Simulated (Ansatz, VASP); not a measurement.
# KCoF3: VASP beside Ansatz

```xyz
5
Lattice="4.0710 0.0000 0.0000 0.0000 4.0710 0.0000 0.0000 0.0000 4.0710" Properties=species:S:1:pos:R:3 pbc="T T T"
K     0.0000    0.0000    0.0000
F     0.0000    2.0355    2.0355
F     2.0355    0.0000    2.0355
F     2.0355    2.0355    0.0000
Co    2.0355    2.0355    2.0355
```

Alike in both runs: task single point; functional LDA; k mesh 5 × 5 × 5; occupations fermi-dirac, width 0.02 eV; collinear spin; Hubbard terms Co d U = 3.32 eV.

```csv
,VASP,Ansatz
version,VASP 6.6.1,Ansatz 0.2.0
potentials or method,"VASP PAW LDA potentials, release 64 (K_sv, F, Co), cutoff 520 eV","PAW, plane waves, scalar-relativistic"
valence electrons in the cell,39,47
```

VASP gave:

* pressure (GPa): -7.7
* net moment per atom (μB): 0.60
* size of the moment on the site where the two differ most (μB): 2.76

Task: What did Ansatz give for the same quantities?

Result: Pressure (GPa): -6.6; net moment per atom (μB): 0.60; size of the moment on the site where the two differ most (μB): 2.57.

LDA's correlation is that of Perdew and Zunger in VASP and of Perdew and Wang (1992) in Ansatz. Site moments also hang on the region over which each program counts them. The programs project onto different local orbitals, so the same U acts differently, and such runs can settle in different states. VASP's potentials hold 39 valence electrons a cell and Ansatz's 47, so a difference there can come from the potentials and not from the codes. Ansatz's warnings: filled band counts differ across k points.
